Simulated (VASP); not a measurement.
# Pt (Fm-3m) in VASP: further runs

Pt is run at these levels: r2SCAN; tasks: single point, relaxation of cell and atoms.

All numbers are computed with VASP 6.6.1; they aren't measurements. Logs are shortened: lines on timing, memory, paths and dates and some standing lists are left out, and cuts for length are marked.

## Step 1: The cell of the first run

The structure is cubic, space group Fm-3m (No. 225). The conventional cell has a = 3.658 Å, b = 3.658 Å, c = 3.658 Å, α = 90.00°, β = 90.00°, γ = 90.00°. Within 3.4 Å of Pt (site symmetry m-3m) lie 12 Pt at 2.59 Å.

## Step 2: Single point, r2SCAN (12.24 Å³/atom)

POSCAR reads:

```
Pt
1.0
    0.0000000000      1.8292356444      1.8292356444
    1.8292356444      0.0000000000      1.8292356444
    1.8292356444      1.8292356444      0.0000000000
Pt
1
Direct
    0.0000000000      0.0000000000      0.0000000000
```

INCAR.step1 reads:

```
SYSTEM = Pt
ALGO = Normal
EDIFF = 1E-4
ENCUT = 520
GGA = PE
ISMEAR = -1
LASPH = .True.
LCHARG = .False.
LREAL = .False.
LWAVE = .True.
NBANDS = 11
NELM = 100
PREC = Accurate
SIGMA = 0.08
```

INCAR.step2 reads:

```
SYSTEM = Pt
ALGO = Normal
EDIFF = 1E-6
ENCUT = 520
ISIF = 2
ISMEAR = -1
ISTART = 1
LASPH = .True.
LCHARG = .False.
LMIXTAU = .True.
LREAL = .False.
LWAVE = .False.
METAGGA = R2SCAN
NBANDS = 11
NELM = 100
PREC = Accurate
SIGMA = 0.08
```

KPOINTS reads:

```
k-points
0
Gamma
  17 17 17
  0 0 0
```

Potentials or basis: VASP PAW PBE potentials, release 64 (Pt).

Command:

```
$ cat potpaw_PBE.64/Pt/POTCAR > POTCAR
$ cp INCAR.step1 INCAR
$ mpirun -np 1 vasp_std > vasp.out
$ cp INCAR.step2 INCAR
$ mpirun -np 1 vasp_std > vasp.out
```

OUTCAR:

```text
SYSTEM = Pt
   EDIFF = 1E-6
   ENCUT = 520
   ISIF = 2
   ISMEAR = -1
   ISTART = 1
   LASPH = .True.
   LREAL = .False.
   METAGGA = R2SCAN
   NELM = 100
   PREC = Accurate

 ion  position               nearest neighbor table
   1  0.000  0.000  0.000-

  LATTYP: Found a face centered cubic cell.
 ALAT       =     3.6584712888

  Lattice vectors:

 A1 = (   0.0000000000,   1.8292356444,   1.8292356444)
 A2 = (   1.8292356444,   0.0000000000,   1.8292356444)
 A3 = (   1.8292356444,   1.8292356444,   0.0000000000)

Analysis of symmetry for initial positions (statically):
=====================================================================
 Subroutine PRICEL returns:
 Original cell was already a primitive cell.

 Routine SETGRP: Setting up the symmetry group for a
 face centered cubic supercell.

 Subroutine GETGRP returns: Found 48 space group operations
 (whereof 48 operations were pure point group operations)
 out of a pool of 48 trial point group operations.

The static configuration has the point symmetry O_h .

Analysis of symmetry for dynamics (positions and initial velocities):
=====================================================================
 Subroutine PRICEL returns:
 Original cell was already a primitive cell.

 Routine SETGRP: Setting up the symmetry group for a
 face centered cubic supercell.

 Subroutine GETGRP returns: Found 48 space group operations
 (whereof 48 operations were pure point group operations)
 out of a pool of 48 trial point group operations.

The dynamic configuration has the point symmetry O_h .

 Subroutine INISYM returns: Found 48 space group operations
 (whereof 48 operations are pure point group operations),
 and found     1 'primitive' translations

----------------------------------------------------------------------------------------

                                     Primitive cell

  volume of cell :      12.2416

  direct lattice vectors                    reciprocal lattice vectors
     0.000000000  1.829235644  1.829235644    -0.273338212  0.273338212  0.273338212
     1.829235644  0.000000000  1.829235644     0.273338212 -0.273338212  0.273338212
     1.829235644  1.829235644  0.000000000     0.273338212  0.273338212 -0.273338212

  length of vectors
     2.586929857  2.586929857  2.586929857     0.473435670  0.473435670  0.473435670

  position of ions in fractional coordinates (direct lattice)
     0.000000000  0.000000000  0.000000000

  ion indices of the primitive-cell ions
   primitive index   ion index
                 1           1

----------------------------------------------------------------------------------------

 KPOINTS: k-points

Automatic generation of k-mesh.
 Grid dimensions read from file:
 generate k-points for:   17   17   17

 Generating k-lattice:

  Cartesian coordinates                     Fractional coordinates (reciprocal lattice)
    -0.016078718  0.016078718  0.016078718     0.058823529  0.000000000  0.000000000
     0.016078718 -0.016078718  0.016078718     0.000000000  0.058823529  0.000000000
     0.016078718  0.016078718 -0.016078718     0.000000000  0.000000000  0.058823529

  Length of vectors
     0.027849157  0.027849157  0.027849157

  Shift w.r.t. Gamma in fractional coordinates (k-lattice)
     0.000000000  0.000000000  0.000000000

 Subroutine IBZKPT returns following result:
 ===========================================

 Found    165 irreducible k-points:

 Following reciprocal coordinates:
            Coordinates               Weight
  0.000000  0.000000  0.000000      1.000000
  0.058824  0.000000  0.000000      8.000000
  0.117647  0.000000  0.000000      8.000000
  0.176471  0.000000  0.000000      8.000000
  0.235294  0.000000  0.000000      8.000000
  0.294118  0.000000  0.000000      8.000000
[... 16 lines left out ...]
 -0.176471  0.058824  0.000000     24.000000
 -0.117647  0.058824  0.000000     24.000000
 [... further k-points ...]
   k-points           NKPTS =    165   k-points in BZ     NKDIM =    165   number of bands    NBANDS=     11
   number of dos      NEDOS =    301   number of ions     NIONS =      1
   total plane-waves  NPLWV =   8000
   dimension x,y,z NGX =    20 NGY =   20 NGZ =   20
   dimension x,y,z NGXF=    40 NGYF=   40 NGZF=   40
   ions per type =               1
   NGX,Y,Z   is equivalent  to a cutoff of  12.85, 12.85, 12.85 a.u.
   NGXF,Y,Z  is equivalent  to a cutoff of  25.71, 25.71, 25.71 a.u.
 SYSTEM =  Pt
   PREC   = accura    normal or accurate (medium, high low for compatibility)
   ISTART =      1    job   : 0-new  1-cont  2-samecut
   ICHARG =      0    charge: 1-file 2-atom 10-const
   ISPIN  =      1    spin polarized calculation?
   LNONCOLLINEAR =      F non collinear calculations
   LSORBIT =      F    spin-orbit coupling
   LASPH  =      T    aspherical Exc in radial PAW
   ENCUT  =  520.0 eV  38.22 Ry    6.18 a.u.   4.81  4.81  4.81*2*pi/ulx,y,z
   NELM   =    100;   NELMIN=  2; NELMDL=  0     # of ELM steps
   EDIFF  = 0.1E-05   stopping-criterion for ELM
   LREAL  =      F    real-space projection
   EDIFFG = 0.1E-04   stopping-criterion for IOM
   NSW    =      0    number of steps for IOM
   IBRION =     -1    ionic relax: 0-MD 1-quasi-New 2-CG
   NFREE  =      0    steps in history (QN), initial steepest desc. (CG)
   ISIF   =      2    stress and relaxation
   ISYM   =      2    0-nonsym 1-usesym 2-fastsym
   POTIM  = 0.5000    time-step for ionic-motion
   TEBEG  =    0.0;   TEEND  =   0.0 temperature during run
   PSTRESS=    0.0 pullay stress
   NELECT =      10.0000    total number of electrons
   NUPDOWN=      -1.0000    fix difference up-down
   EMIN   =  10.00;   EMAX   =-10.00  energy-range for DOS
   EFERMI =   0.00;   METHOD = LEGACY
   ISMEAR =    -1;   SIGMA  =   0.08  broadening in eV -4-tet -1-fermi 0-gaus
   EFERMI_NEDOS =   21; number of points for ismear=-14 and -15
   IALGO  =     38    algorithm
   IMIX   =      4    mixing-type and parameters
     AMIX     =   0.40;   BMIX     =  1.00
     AMIX_MAG =   1.60;   BMIX_MAG =  1.00
  volume/ion in A,a.u.               =      12.24        82.61
  Fermi-wavevector in a.u.,A,eV,Ry     =   1.530366  2.891972 31.865099  2.342019
  Thomas-Fermi vector in A             =   2.637858
   LORBIT       =      0    0 simple, 1 ext, 2 COOP (PROOUT), +10 PAW based schemes
   METAGGA = R2SCAN    functional components
   LHFCALC =     F    Hartree Fock is set to
   AEXX    =    0.0000 exact exchange contribution
   IVDW    =     0    specifies the selected vdW correction
   LEPSILON=     F    determine dielectric tensor
   LRPA    =     F    only Hartree local field effects (RPA)
 non-spin polarized calculation
  energy-cutoff  :      520.00
  volume of cell :       12.24
 maximum number of plane-waves:       338
   NGX =  9   NGY =  9   NGZ =  9

 number of electron       9.9999999 magnetization

 Free energy of the ion-electron system (eV)
  ---------------------------------------------------
  ext. energy  EPLUGINS =         0.00000000
  ---------------------------------------------------
  free energy    TOTEN  =       -50.66062541 eV

  energy without entropy =      -50.63615304  energy(sigma->0) =      -50.64838923

 E-fermi :  15.5460     XC(G=0): -16.1415

 val. band max:       15.5278624065   @ k =  -0.4118   0.3529   0.1176
 cond. band min:      15.5518543719   @ k =  -0.4706   0.0588   0.0000
 fundamental gap:      0.0239919654
 Fermi energy:        15.5460197858

 k-point     1 :       0.0000    0.0000    0.0000
  band No.  band energies     occupation
      1       2.3840      2.00000
      2      10.0546      2.00000
      3      10.0546      2.00000
      4      10.0546      2.00000
      5      13.1285      2.00000
      6      13.1285      2.00000
      7      30.0880      0.00000
      8      36.5560      0.00000
      9      36.5560      0.00000
     10      36.5560      0.00000
     11      43.2356      0.00000

 k-point     2 :       0.0588    0.0000    0.0000
  band No.  band energies     occupation
      1       2.5646      2.00000
      2       9.9587      2.00000
      3      10.1328      2.00000
      4      10.1328      2.00000
      5      13.0766      2.00000
      6      13.0766      2.00000
      7      30.4052      0.00000
      8      35.7745      0.00000
      9      36.8623      0.00000
     10      36.8623      0.00000
     11      44.2179      0.00000

 k-point     3 :       0.1176    0.0000    0.0000
  band No.  band energies     occupation
      1       3.0821      2.00000
      2       9.7229      2.00000
      3      10.3327      2.00000
      4      10.3327      2.00000
      5      12.9695      2.00000
      6      12.9695      2.00000
      7      31.2665      0.00000
      8      34.1993      0.00000
      9      37.7545      0.00000
     10      37.7545      0.00000
     11      45.8362      0.00000

 k-point     4 :       0.1765    0.0000    0.0000
  band No.  band energies     occupation
      1       3.8485      2.00000
      2       9.4957      2.00000
      3      10.5358      2.00000
      4      10.5358      2.00000
      5      12.9571      2.00000
      6      12.9571      2.00000
      7      32.0323      0.00000
      8      32.9018      0.00000
      9      39.1589      0.00000
     10      39.1589      0.00000
     11      44.4498      0.00000

 k-point     5 :       0.2353    0.0000    0.0000
  band No.  band energies     occupation
      1       4.6662      2.00000
      2       9.5286      2.00000
      3      10.5746      2.00000
      4      10.5746      2.00000
      5      13.2320      2.00000
      6      13.2320      2.00000
      7      30.6860      0.00000
      8      33.4117      0.00000
      9      40.9516      0.00000
     10      40.9516      0.00000
     11      42.5071      0.00000
[... 211 lines left out ...]
 k-point    21 :      -0.2941    0.0588    0.0000
  band No.  band energies     occupation
      1       5.4980      2.00000
      2      10.1396      2.00000
      3      10.3961      2.00000
      4      10.4483      2.00000
      5      13.5776      2.00000
      6      14.7588      1.99989
      7      28.6355      0.00000
      8      32.6009      0.00000
      9      39.1060      0.00000
     10      41.8732      0.00000
     11      42.0657      0.00000

 k-point    22 :      -0.2353    0.0588    0.0000
  band No.  band energies     occupation
      1       5.0558      2.00000
      2       9.4521      2.00000
      3      10.5422      2.00000
      4      10.6548      2.00000
      5      12.8943      2.00000
      6      14.0126      2.00000
      7      30.3498      0.00000
      8      33.5798      0.00000
      9      39.8739      0.00000
     10      40.7246      0.00000
     11      42.6706      0.00000

 k-point    23 :      -0.1765    0.0588    0.0000
  band No.  band energies     occupation
      1       4.2802      2.00000
      2       9.3109      2.00000
      3      10.6296      2.00000
      4      10.6803      2.00000
      5      12.5526      2.00000
      6      13.4759      2.00000
      7      31.9006      0.00000
      8      33.2016      0.00000
      9      38.5652      0.00000
     10      40.6348      0.00000
     11      42.7378      0.00000

 k-point    24 :      -0.1176    0.0588    0.0000
  band No.  band energies     occupation
      1       3.4682      2.00000
      2       9.5098      2.00000
      3      10.4727      2.00000
      4      10.5204      2.00000
      5      12.6169      2.00000
      6      13.2254      2.00000
      7      31.8854      0.00000
      8      33.6519      0.00000
      9      37.4440      0.00000
     10      38.9021      0.00000
     11      45.3649      0.00000

 [... further k-points ...]

------------------------ aborting loop because EDIFF is reached ----------------------------------------

  FORCE on cell =-STRESS in cart. coord.  units (eV):
  Direction    XX          YY          ZZ          XY          YZ          ZX
  --------------------------------------------------------------------------------------
  -------------------------------------------------------------------------------------
  Total        8.5990859      8.5990859      8.5990859     -0.0000000      0.0000000      0.0000000
  in kB     1125.4440443   1125.4440443   1125.4440443     -0.0000000      0.0000000      0.0000000
  external PRESSURE =    1125.4440443 kB  Pullay stress =       0.0000000 kB

 VOLUME and BASIS-vectors are now :
 -----------------------------------------------------------------------------
  energy-cutoff  :      520.00
  volume of cell :       12.24
      direct lattice vectors                 reciprocal lattice vectors
     0.000000000  1.829235644  1.829235644    -0.273338212  0.273338212  0.273338212
     1.829235644  0.000000000  1.829235644     0.273338212 -0.273338212  0.273338212
     1.829235644  1.829235644  0.000000000     0.273338212  0.273338212 -0.273338212

 POSITION                                       TOTAL-FORCE (eV/Angst)
 -----------------------------------------------------------------------------------
      0.00000      0.00000      0.00000         0.000000      0.000000      0.000000
 -----------------------------------------------------------------------------------
    total drift:                                0.000000     -0.000000     -0.000000

  FREE ENERGIE OF THE ION-ELECTRON SYSTEM (eV)
  ---------------------------------------------------
  free  energy   TOTEN  =       -50.6606254116 eV

  energy  without entropy=      -50.6361530437  energy(sigma->0) =      -50.64838923
```

Wall time 1.7 min (1 thread of Intel Xeon 8259CL, shared host); peak memory 0.15 GiB.

What came out:

```
Free energy            : -50.6606 eV
Pressure               : 112.5 GPa
Band gap on the k mesh : zero (bands 5 and 6 overlap by 3.32 eV)
```

Levels at points of the mesh, in eV from the Fermi level:
| k point | band 2 | band 3 | band 4 | band 5 | band 6 | band 7 | band 8 | band 9 |
| --- | --- | --- | --- | --- | --- | --- | --- | --- |
| (0.00, 0.00, 0.00) | -5.49 | -5.49 | -5.49 | -2.42 | -2.42 | 14.54 | 21.01 | 21.01 |

Caveat: the cell stands under pressure; the PAW data sets were made with another functional, which shifts forces and pressure a little; spin-orbit coupling is left out, which moves the levels of the heavy elements.

## Step 3: Single point, r2SCAN

This run uses another cell than the first one, of 15.30 Å³/atom.

POSCAR reads:

```
Pt
1.0
    0.0000000000      1.9704843643      1.9704843643
    1.9704843643      0.0000000000      1.9704843643
    1.9704843643      1.9704843643      0.0000000000
Pt
1
Direct
    0.0000000000      0.0000000000      0.0000000000
```

INCAR.step1 reads:

```
SYSTEM = Pt
PREC = Accurate
ENCUT = 520
ISMEAR = -1
SIGMA = 0.08
LREAL = .False.
LASPH = .True.
NELM = 100
NBANDS = 11
GGA = PE
ALGO = Normal
EDIFF = 1E-4
LWAVE = .True.
LCHARG = .False.
```

INCAR.step2 reads:

```
SYSTEM = Pt
PREC = Accurate
ENCUT = 520
EDIFF = 1E-6
ISMEAR = -1
SIGMA = 0.08
LREAL = .False.
LASPH = .True.
NELM = 100
ALGO = Normal
ISIF = 2
LWAVE = .False.
LCHARG = .False.
METAGGA = R2SCAN
LMIXTAU = .True.
NBANDS = 11
ISTART = 1
```

KPOINTS reads:

```
regular mesh
0
Gamma
  17 17 17
  0 0 0
```

Potentials or basis: VASP PAW PBE potentials, release 64 (Pt).

Command:

```
$ cat potpaw_PBE.64/Pt/POTCAR > POTCAR
$ cp INCAR.step1 INCAR
$ mpirun -np 1 vasp_std > vasp.out
$ cp INCAR.step2 INCAR
$ mpirun -np 1 vasp_std > vasp.out
```

Run time: 1.9 min. Hardware: 1 thread of Intel Xeon 8259CL, shared host; peak memory 0.17 GiB.

The run converged. Its results:

```
Free energy            : -51.5220 eV
Pressure               : 0.7 GPa
Band gap on the k mesh : zero (bands 5 and 6 overlap by 2.27 eV)
```

Levels at points of the mesh, in eV from the Fermi level:
```
           k point  band 3  band 4  band 5  band 6  band 7  band 8
(0.00, 0.00, 0.00)   -3.82   -3.82   -1.71   -1.71   15.52   20.61
```

Caveat: the PAW data sets were made with another functional, which shifts forces and pressure a little; spin-orbit coupling is left out, which moves the levels of the heavy elements.

(Part 1 of 2 ends here.)
